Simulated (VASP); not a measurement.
**LiAl2O3: single point with PBE**

Crystal: LiAl2O3.

```
Li Al O
1.0
     2.89744    0.00000    0.00000
    -1.44872    2.50926    0.00000
     0.00000    0.00000   12.03925
Li Al O
1 2 3
Direct
  0.00000 0.00000 0.50000
  0.66667 0.33333 0.11424
  0.33333 0.66667 0.88576
  0.00000 0.00000 0.00000
  0.33333 0.66667 0.17070
  0.66667 0.33333 0.82930
```

```json
{
 "Program": "VASP 6.6.1",
 "Task": "single point",
 "Functional": "PBE",
 "Potentials or basis": "VASP PAW PBE potentials, release 64 (Li_sv, Al, O)",
 "Cutoff": "520 eV",
 "k mesh": "12 × 12 × 4",
 "Occupations": "gaussian, width 0.1 eV",
 "Spin": "no spin polarisation"
}
```

```yaml
Largest_force: 0.033 eV/Å
```

Forces on the atoms (eV/Å):
```
Li   0.000  0.000  0.000
Al   0.000  0.000  0.033
Al   0.000  0.000 -0.033
O    0.000  0.000  0.000
O    0.000  0.000 -0.023
O    0.000  0.000  0.023
```

Levels at points of the mesh, in eV from the Fermi level:
```csv
k point,band 12,band 13,band 14,band 15,band 16,band 17
"(0.00, 0.00, 0.00)",-5.53,-5.20,-2.22,0.19,0.36,2.97
"(0.50, 0.00, 0.00)",-5.96,-5.12,0.91,2.09,3.94,4.23
"(0.00, 0.00, 0.50)",-5.53,-5.21,-2.16,-0.30,0.95,2.71
"(0.50, 0.00, 0.50)",-5.96,-5.12,0.90,2.09,4.01,4.21
```

Wall time 100 s on 1 thread of Intel(R) Xeon(R) Platinum 8488C (Sapphire Rapids), with other jobs on the host, peak memory 0.27 GiB.

Caveat: an odd number of electrons without spin polarisation forces a metal; a magnetic or distorted state may lie lower.
